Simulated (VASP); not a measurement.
A run of VASP 6.6.1:

File INCAR:

```
SYSTEM = ZrB2
PREC     = Accurate       ! precision mode
ENCUT    = 600            ! plane-wave cutoff, eV
EDIFF    = 1E-8           ! SCF threshold, eV
ISMEAR   = -1             ! smearing method
SIGMA    = 0.1            ! smearing width, eV
LREAL    = .False.        ! projectors in reciprocal space
LASPH    = .True.         ! aspherical terms in the spheres
NELM     = 60             ! most SCF steps
ALGO     = Normal         ! electronic algorithm
ISIF     = 3              ! what is computed and relaxed
LWAVE    = .False.        ! write WAVECAR
LCHARG   = .False.        ! write CHGCAR
GGA      = PS             ! functional
IBRION   = 6              ! ionic algorithm
NFREE    = 2            
POTIM    = 0.015          ! step
NSW      = 1              ! ionic steps
```

Contents of KPOINTS:

```
Automatic mesh
0
Gamma
  16 16 12
  0 0 0
```

Contents of POSCAR:

```
ZrB2
1.0
    3.1398298234      0.0000000000      0.0000000000
   -1.5699149117      2.7191723906      0.0000000000
    0.0000000000      0.0000000000      3.4861813766
Zr B
1 2
Direct
    0.0000000000      0.0000000000      0.0000000000
    0.3333333333      0.6666666667      0.5000000000
    0.6666666667      0.3333333333      0.5000000000
```

Potentials or basis: VASP PAW PBE potentials, release 64 (Zr_sv, B).

Command:

```sh
$ cat potpaw_PBE.64/Zr_sv/POTCAR potpaw_PBE.64/B/POTCAR > POTCAR
$ mpirun -np 1 vasp_std > vasp.out
```

Hardware: 1 thread of Oxide Virtual Turin-like Processor, with other jobs on the host.

Task: How long does it take, and how much memory?

Result: Run time: 100 min on 1 thread of Oxide Virtual Turin-like Processor, on a shared host, peak memory 0.8 GiB. Counts: scf iterations 202, k points 210.
